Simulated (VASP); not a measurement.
# Cl (Im-3m) in VASP: notebook, part 2 of 2

VASP 6.6.1.

## Step 3: Single point, PBEsol (volume scaled by 0.43)

INCAR

```
ALGO = Normal
EDIFF = 1E-6
ENCUT = 520
GGA = PS
ISIF = 2
ISMEAR = -1
LASPH = T
LCHARG = F
LREAL = F
LWAVE = F
NBANDS = 10
NELM = 80
PREC = Accurate
SIGMA = 0.08
```

KPOINTS

```
k-points
0
Gamma
  15 15 15
```

POSCAR

```
Cl
1.0
   -1.2755288633      1.2755288633      1.2755288633
    1.2755288633     -1.2755288633      1.2755288633
    1.2755288633      1.2755288633     -1.2755288633
Cl
1
Direct
    0.0000000000      0.0000000000      0.0000000000
```

Potentials or basis: VASP PAW PBE potentials, release 64 (Cl).

On the command line:

```console
$ cat potpaw_PBE.64/Cl/POTCAR > POTCAR
$ mpirun -np 1 vasp_std > vasp.out
```

OUTCAR:

```text
EDIFF = 1E-6
   ENCUT = 520
   GGA = PS
   ISIF = 2
   ISMEAR = -1
   LASPH = T
   LREAL = F
   NELM = 80
   PREC = Accurate

 ion  position               nearest neighbor table
   1  0.000  0.000  0.000-

  LATTYP: Found a body centered cubic cell.
 ALAT       =     2.5510577266

  Lattice vectors:

 A1 = (  -1.2755288633,   1.2755288633,   1.2755288633)
 A2 = (   1.2755288633,  -1.2755288633,   1.2755288633)
 A3 = (   1.2755288633,   1.2755288633,  -1.2755288633)

Analysis of symmetry for initial positions (statically):
=====================================================================
 Subroutine PRICEL returns:
 Original cell was already a primitive cell.

 Routine SETGRP: Setting up the symmetry group for a
 body centered cubic supercell.

 Subroutine GETGRP returns: Found 48 space group operations
 (whereof 48 operations were pure point group operations)
 out of a pool of 48 trial point group operations.

The static configuration has the point symmetry O_h .

Analysis of symmetry for dynamics (positions and initial velocities):
=====================================================================
 Subroutine PRICEL returns:
 Original cell was already a primitive cell.

 Routine SETGRP: Setting up the symmetry group for a
 body centered cubic supercell.

 Subroutine GETGRP returns: Found 48 space group operations
 (whereof 48 operations were pure point group operations)
 out of a pool of 48 trial point group operations.

The dynamic configuration has the point symmetry O_h .

 Subroutine INISYM returns: Found 48 space group operations
 (whereof 48 operations are pure point group operations),
 and found     1 'primitive' translations

----------------------------------------------------------------------------------------

                                     Primitive cell

  volume of cell :       8.3010

  direct lattice vectors                    reciprocal lattice vectors
    -1.275528863  1.275528863  1.275528863     0.000000000  0.391994266  0.391994266
     1.275528863 -1.275528863  1.275528863     0.391994266  0.000000000  0.391994266
     1.275528863  1.275528863 -1.275528863     0.391994266  0.391994266  0.000000000

  length of vectors
     2.209280798  2.209280798  2.209280798     0.554363607  0.554363607  0.554363607

  position of ions in fractional coordinates (direct lattice)
     0.000000000  0.000000000  0.000000000

  ion indices of the primitive-cell ions
   primitive index   ion index
                 1           1

----------------------------------------------------------------------------------------

 KPOINTS: k-points

Automatic generation of k-mesh.
 Grid dimensions read from file:
 generate k-points for:   15   15   15

 Generating k-lattice:

  Cartesian coordinates                     Fractional coordinates (reciprocal lattice)
     0.000000000  0.026132951  0.026132951     0.066666667  0.000000000  0.000000000
     0.026132951  0.000000000  0.026132951     0.000000000  0.066666667  0.000000000
     0.026132951  0.026132951  0.000000000     0.000000000  0.000000000  0.066666667

  Length of vectors
     0.036957574  0.036957574  0.036957574

  Shift w.r.t. Gamma in fractional coordinates (k-lattice)
     0.000000000  0.000000000  0.000000000

 Subroutine IBZKPT returns following result:
 ===========================================

 Found    120 irreducible k-points:

 Following reciprocal coordinates:
            Coordinates               Weight
  0.000000  0.000000  0.000000      1.000000
  0.066667  0.000000  0.000000     12.000000
  0.133333  0.000000  0.000000     12.000000
  0.200000  0.000000  0.000000     12.000000
  0.266667  0.000000  0.000000     12.000000
  0.333333  0.000000  0.000000     12.000000
[... 16 lines left out ...]
  0.333333  0.200000 -0.000000     48.000000
  0.400000  0.200000  0.000000     24.000000
 [... further k-points ...]
   k-points           NKPTS =    120   k-points in BZ     NKDIM =    120   number of bands    NBANDS=     10
   number of dos      NEDOS =    301   number of ions     NIONS =      1
   total plane-waves  NPLWV =   4096
   dimension x,y,z NGX =    16 NGY =   16 NGZ =   16
   dimension x,y,z NGXF=    32 NGYF=   32 NGZF=   32
   ions per type =               1
   NGX,Y,Z   is equivalent  to a cutoff of  12.04, 12.04, 12.04 a.u.
   NGXF,Y,Z  is equivalent  to a cutoff of  24.08, 24.08, 24.08 a.u.
 SYSTEM =  unknown system
   PREC   = accura    normal or accurate (medium, high low for compatibility)
   ISTART =      0    job   : 0-new  1-cont  2-samecut
   ICHARG =      2    charge: 1-file 2-atom 10-const
   ISPIN  =      1    spin polarized calculation?
   LNONCOLLINEAR =      F non collinear calculations
   LSORBIT =      F    spin-orbit coupling
   LASPH  =      T    aspherical Exc in radial PAW
   ENCUT  =  520.0 eV  38.22 Ry    6.18 a.u.   4.11  4.11  4.11*2*pi/ulx,y,z
   NELM   =     80;   NELMIN=  2; NELMDL= -5     # of ELM steps
   EDIFF  = 0.1E-05   stopping-criterion for ELM
   LREAL  =      F    real-space projection
   EDIFFG = 0.1E-04   stopping-criterion for IOM
   NSW    =      0    number of steps for IOM
   IBRION =     -1    ionic relax: 0-MD 1-quasi-New 2-CG
   NFREE  =      0    steps in history (QN), initial steepest desc. (CG)
   ISIF   =      2    stress and relaxation
   ISYM   =      2    0-nonsym 1-usesym 2-fastsym
   POTIM  = 0.5000    time-step for ionic-motion
   TEBEG  =    0.0;   TEEND  =   0.0 temperature during run
   PSTRESS=    0.0 pullay stress
   NELECT =       7.0000    total number of electrons
   NUPDOWN=      -1.0000    fix difference up-down
   EMIN   =  10.00;   EMAX   =-10.00  energy-range for DOS
   EFERMI =   0.00;   METHOD = LEGACY
   ISMEAR =    -1;   SIGMA  =   0.08  broadening in eV -4-tet -1-fermi 0-gaus
   EFERMI_NEDOS =   21; number of points for ismear=-14 and -15
   IALGO  =     38    algorithm
   IMIX   =      4    mixing-type and parameters
     AMIX     =   0.40;   BMIX     =  1.00
     AMIX_MAG =   1.60;   BMIX_MAG =  1.00
  volume/ion in A,a.u.               =       8.30        56.02
  Fermi-wavevector in a.u.,A,eV,Ry     =   1.546668  2.922780 32.547629  2.392183
  Thomas-Fermi vector in A             =   2.651872
   LORBIT       =      0    0 simple, 1 ext, 2 COOP (PROOUT), +10 PAW based schemes
   GGA     = PS    functional components
   LHFCALC =     F    Hartree Fock is set to
   AEXX    =    0.0000 exact exchange contribution
   IVDW    =     0    specifies the selected vdW correction
   LEPSILON=     F    determine dielectric tensor
   LRPA    =     F    only Hartree local field effects (RPA)
 non-spin polarized calculation
  energy-cutoff  :      520.00
  volume of cell :        8.30
 maximum number of plane-waves:       236
   NGX =  9   NGY =  9   NGZ =  9

 number of electron       7.0000004 magnetization

 Free energy of the ion-electron system (eV)
  ---------------------------------------------------
  ext. energy  EPLUGINS =         0.00000000
  ---------------------------------------------------
  free energy    TOTEN  =         2.95987824 eV

  energy without entropy =        2.97036394  energy(sigma->0) =        2.96512109

 E-fermi :  19.3917     XC(G=0): -14.7333

 val. band max:       19.3829418712   @ k =  -0.4667   0.4667   0.4667
 cond. band min:      19.3996968604   @ k =  -0.4000  -0.4667   0.1333
 fundamental gap:      0.0167549892
 Fermi energy:        19.3917291465

 k-point     1 :       0.0000    0.0000    0.0000
  band No.  band energies     occupation
      1      -8.5565      2.00000
      2      23.1963      0.00000
      3      23.1963      0.00000
      4      23.1963      0.00000
      5      32.0624      0.00000
      6      32.0624      0.00000
      7      32.0624      0.00000
      8      37.8670      0.00000
      9      37.8670      0.00000
     10      43.7920      0.00000

 k-point     2 :       0.0667    0.0000    0.0000
  band No.  band energies     occupation
      1      -8.3702      2.00000
      2      22.1821      0.00000
      3      22.6486      0.00000
      4      23.1026      0.00000
      5      31.5405      0.00000
      6      32.1564      0.00000
      7      32.9590      0.00000
      8      36.7658      0.00000
      9      37.6698      0.00000
     10      44.2373      0.00000
[... 274 lines left out ...]
 k-point    24 :       0.4000    0.2000    0.0000
  band No.  band energies     occupation
      1       1.3735      2.00000
      2       4.6825      2.00000
      3      11.4078      2.00000
      4      18.6031      1.99990
      5      28.6366      0.00000
      6      32.9377      0.00000
      7      38.4031      0.00000
      8      40.2978      0.00000
      9      48.5873      0.00000
     10      52.2717      0.00000

 [... further k-points ...]
[... 5 lines left out ...]
  --------------------------------------------------------------------------------------
  -------------------------------------------------------------------------------------
  Total       13.1780950     13.1780950     13.1780950     -0.0000000     -0.0000000     -0.0000000
  in kB     2543.5035843   2543.5035843   2543.5035843     -0.0000000     -0.0000000     -0.0000000
  external PRESSURE =    2543.5035843 kB  Pullay stress =       0.0000000 kB

 VOLUME and BASIS-vectors are now :
 -----------------------------------------------------------------------------
  energy-cutoff  :      520.00
  volume of cell :        8.30
      direct lattice vectors                 reciprocal lattice vectors
    -1.275528863  1.275528863  1.275528863     0.000000000  0.391994266  0.391994266
     1.275528863 -1.275528863  1.275528863     0.391994266  0.000000000  0.391994266
     1.275528863  1.275528863 -1.275528863     0.391994266  0.391994266  0.000000000

 POSITION                                       TOTAL-FORCE (eV/Angst)
 -----------------------------------------------------------------------------------
      0.00000      0.00000      0.00000        -0.000000     -0.000000     -0.000000
 -----------------------------------------------------------------------------------
    total drift:                               -0.000000     -0.000000     -0.000000

  FREE ENERGIE OF THE ION-ELECTRON SYSTEM (eV)
  ---------------------------------------------------
  free  energy   TOTEN  =         2.9598782407 eV

  energy  without entropy=        2.9703639393  energy(sigma->0) =        2.96512109
```

OSZICAR:

```text
N       E                     dE             d eps       ncg     rms          rms(c)
DAV:   1     0.166361627344E+02    0.16636E+02   -0.38546E+03  2634   0.601E+02
DAV:   2     0.320286018156E+01   -0.13433E+02   -0.12865E+02  3344   0.109E+02
DAV:   3     0.293666996814E+01   -0.26619E+00   -0.26277E+00  2840   0.107E+01
DAV:   4     0.293626513331E+01   -0.40483E-03   -0.40481E-03  2806   0.501E-01
DAV:   5     0.293626482556E+01   -0.30775E-06   -0.30954E-06  2846   0.136E-02    0.380E+01
DAV:   6     0.295448353052E+01    0.18219E-01   -0.14801E-02  2650   0.761E-01    0.225E+01
DAV:   7     0.295949600578E+01    0.50125E-02   -0.19784E-02  2650   0.893E-01    0.427E-01
DAV:   8     0.295987616692E+01    0.38016E-03   -0.86998E-04  2636   0.195E-01    0.455E-02
DAV:   9     0.295987843691E+01    0.22700E-05   -0.12190E-05  2878   0.268E-02    0.136E-02
DAV:  10     0.295987824066E+01   -0.19624E-06   -0.31252E-07  1514   0.428E-03
   1 F= 0.29598782E+01 E0= 0.29651211E+01  d E =-.104857E-01
```

stdout:

```text
POSCAR found type information on POSCAR Cl
 POSCAR found :  1 types and       1 ions
 scaLAPACK will be used
 -----------------------------------------------------------------------------
|                                                                             |
|                                                                             |
|     You enforced a specific xc type in the INCAR file but a different       |
|     I HOPE YOU KNOW WHAT YOU ARE DOING!                                     |
|                                                                             |
 -----------------------------------------------------------------------------

 LDA part: xc-table for (Slater+PW92), standard interpolation
 POSCAR, INCAR and KPOINTS ok, starting setup
 FFT: planning ... GRIDC
 FFT: planning ... GRID_SOFT
 FFT: planning ... GRID
 WAVECAR not read
 entering main loop
```

Wall time 9 s (1 thread of AMD EPYC 7R13, shared host); peak memory 0.08 GiB.

What came out:

| Property | Result |
| --- | --- |
| Free energy | 2.9599 eV |
| Pressure | 254.4 GPa |

Caveat: the PAW data sets were made with another functional, which shifts forces and pressure a little; an odd number of electrons without spin polarisation forces a metal; a magnetic or distorted state may lie lower.

## Step 4: Single point, PBEsol (volume scaled by 0.5)

INCAR

```
  PREC = Accurate
  ENCUT = 520
  EDIFF = 1E-6
  ISMEAR = -1
  SIGMA = 0.08
  LREAL = False
  LASPH = True
  NELM = 100
  ALGO = Normal
  ISIF = 2
  LWAVE = False
  LCHARG = False
  GGA = PS
  NBANDS = 10
```

KPOINTS

```
Automatic mesh
0
Gamma
  15 15 15
```

POSCAR

```
Cl
1.0
   -1.3412944886      1.3412944886      1.3412944886
    1.3412944886     -1.3412944886      1.3412944886
    1.3412944886      1.3412944886     -1.3412944886
Cl
1
Direct
    0.0000000000      0.0000000000      0.0000000000
```

On the command line:

```console
$ cat potpaw_PBE.64/Cl/POTCAR > POTCAR
$ mpirun -np 1 vasp_std > vasp.out
```

Run time: 13 s. Hardware: 1 thread of AMD EPYC 7R13, shared host; peak memory 0.09 GiB.

Results (log left out):

```
Free energy : 1.2644 eV
Pressure    : 155.4 GPa
```

Levels at points of the mesh, in eV from the Fermi level:
| k point | band 2 | band 3 | band 4 | band 5 | band 6 | band 7 |
| --- | --- | --- | --- | --- | --- | --- |
| (0.00, 0.00, 0.00) | 2.93 | 2.93 | 2.93 | 13.08 | 13.08 | 13.08 |

Caveat: the PAW data sets were made with another functional, which shifts forces and pressure a little; an odd number of electrons without spin polarisation forces a metal; a magnetic or distorted state may lie lower.

## Step 5: Single point, PBEsol (volume scaled by 0.5)

INCAR

```
SYSTEM = Cl
ALGO     = Normal         ! electronic algorithm
EDIFF    = 1E-7           ! SCF threshold, eV
ENCUT    = 520            ! plane-wave cutoff, eV
GGA      = PS             ! functional
ISIF     = 2              ! what is computed and relaxed
ISMEAR   = -1             ! smearing method
LASPH    = .TRUE.         ! aspherical terms in the spheres
LCHARG   = .TRUE.         ! write CHGCAR
LELF     = .TRUE.         ! ELF
LREAL    = .FALSE.        ! projectors in reciprocal space
LVHAR    = .TRUE.       
LWAVE    = .FALSE.        ! write WAVECAR
NBANDS   = 10             ! bands
NELM     = 60             ! most SCF steps
PREC     = Accurate       ! precision mode
SIGMA    = 0.08           ! smearing width, eV
```

KPOINTS

```
k-points
0
G
  15 15 15
  0 0 0
```

POSCAR is that of step 4.

On the command line:

```console
$ cat potpaw_PBE.64/Cl/POTCAR > POTCAR
$ mpirun -np 1 vasp_std > vasp.out
```

It took 14 s on 1 thread of AMD EPYC 7R13, shared host; peak memory 0.09 GiB.

Results (log left out):

| Property | Result |
| --- | --- |
| Free energy | 1.2644 eV |
| Pressure | 155.4 GPa |

Levels at points of the mesh, in eV from the Fermi level:
```tsv
k point	band 1	band 2	band 3	band 4	band 5	band 6	band 7	band 8	band 9
(0.00, 0.00, 0.00)	-24.98	2.93	2.93	2.93	13.08	13.08	13.08	18.28	18.28
```

Caveat: the PAW data sets were made with another functional, which shifts forces and pressure a little; an odd number of electrons without spin polarisation forces a metal; a magnetic or distorted state may lie lower.

## Step 6: Summary

```tsv
task	cell	cutoff (eV)	gap on the mesh (eV)	pressure (GPa)
relaxation of cell and atoms	relaxed from a = 3.057 Å, angles 109.5°, 1 atom	600	none	0.0
single point	a = 2.209 Å, angles 109.5°, 1 atom	520	none	254.4
single point	a = 2.323 Å, angles 109.5°, 1 atom	520	none	155.4
```

Alike in all rows: level PBEsol; potentials or basis VASP PAW PBE potentials, release 64 (Cl); no spin polarisation; k mesh 15 × 15 × 15; smearing fermi-dirac 0.08 eV.

Caveats: the PAW data sets were made with another functional, which shifts forces and pressure a little; an odd number of electrons without spin polarisation forces a metal; a magnetic or distorted state may lie lower.

Total energies depend on the potentials used, so only differences within one code and one set of settings carry meaning.
